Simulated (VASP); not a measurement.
A run of VASP 6.6.1 is set up as follows.

File POSCAR:

```
Zr
1.0
    3.2320000000      0.0000000000      0.0000000000
   -1.6160000000      2.7989941050      0.0000000000
    0.0000000000      0.0000000000      5.1470000000
Zr
2
Direct
    0.3333333333      0.6666666667      0.2500000000
    0.6666666667      0.3333333333      0.7500000000
```

INCAR.step1

```
SYSTEM = Zr
PREC = Accurate
ENCUT = 600
ISMEAR = 0
SIGMA = 0.1
LREAL = .False.
LASPH = .True.
NELM = 100
GGA = PE
ALGO = Normal
EDIFF = 1E-4
LWAVE = .True.
LCHARG = .False.
```

File INCAR.step2:

```
SYSTEM = Zr
PREC = Accurate
ENCUT = 600
EDIFF = 1E-6
ISMEAR = 0
SIGMA = 0.1
LREAL = .False.
LASPH = .True.
NELM = 100
ALGO = Normal
ISIF = 3
LWAVE = .False.
LCHARG = .False.
METAGGA = R2SCAN
LMIXTAU = .True.
IBRION = 2
NSW = 80
EDIFFG = -0.05
PSTRESS = 53.4
ISTART = 1
```

Contents of KPOINTS:

```
regular mesh
0
Gamma
  9 9 4
  0 0 0
```

Potentials or basis: VASP PAW PBE potentials, release 64 (Zr_sv).

Command:

```console
$ cat potpaw_PBE.64/Zr_sv/POTCAR > POTCAR
$ cp INCAR.step1 INCAR
$ mpirun -np 1 vasp_std > vasp.out
$ cp INCAR.step2 INCAR
$ mpirun -np 1 vasp_std > vasp.out
```

What does it give for the relaxed volume?

22.36 Å³/atom.

What does it give for the space group after relaxing (to 0.1 Å)?

P6_3/mmc (No. 194).

What does it give for the relaxed cell?

a = 3.192 Å, b = 3.192 Å, c = 5.068 Å, α = 90.00°, β = 90.00°, γ = 120.00°.

Final structure:
```yaml
crystal:
  lattice:
    - [3.19236, 0.00000, 0.00000]
    - [-1.59618, 2.76467, 0.00000]
    - [0.00000, 0.00000, 5.06756]
  atoms:
    - { symbol: Zr, position: [0.33333, 0.66667, 0.25000] }
    - { symbol: Zr, position: [0.66667, 0.33333, 0.75000] }
```

Caveat: the cell is relaxed towards a set pressure, so the run minimises the enthalpy, not the energy; the PAW data sets were made with another functional, which shifts forces and pressure a little.
